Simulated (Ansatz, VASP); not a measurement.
GaP in VASP and in Ansatz

```
Ga P
1.0
     0.00000    2.72525    2.65712
     2.72525    0.00000    2.65712
     2.72525    2.72525    0.00000
Ga P
1 1
Cartesian
  0.0000 0.0000 0.0000
  1.3626 1.3626 1.3286
```

Alike in both runs: task single point; functional PBE; k mesh 6 × 6 × 6; occupations gaussian, width 0.05 eV; no spin polarisation.

|  | VASP | Ansatz |
| --- | --- | --- |
| version | VASP 6.6.1 | Ansatz 0.2.0 |
| potentials or method | VASP PAW PBE potentials, release 64 (Ga_d, P), cutoff 500 eV | plane waves, PAW |
| valence electrons in the cell | 18 | 18 |

|  | VASP | Ansatz | Ansatz less VASP |
| --- | --- | --- | --- |
| pressure (GPa) | 4.8 | 4.9 | +0.11 |
| traceless stress, the component that is largest in VASP (GPa) | 1.18 | 1.18 | -0.004 |

Ansatz's warnings: stress scf threshold loose.
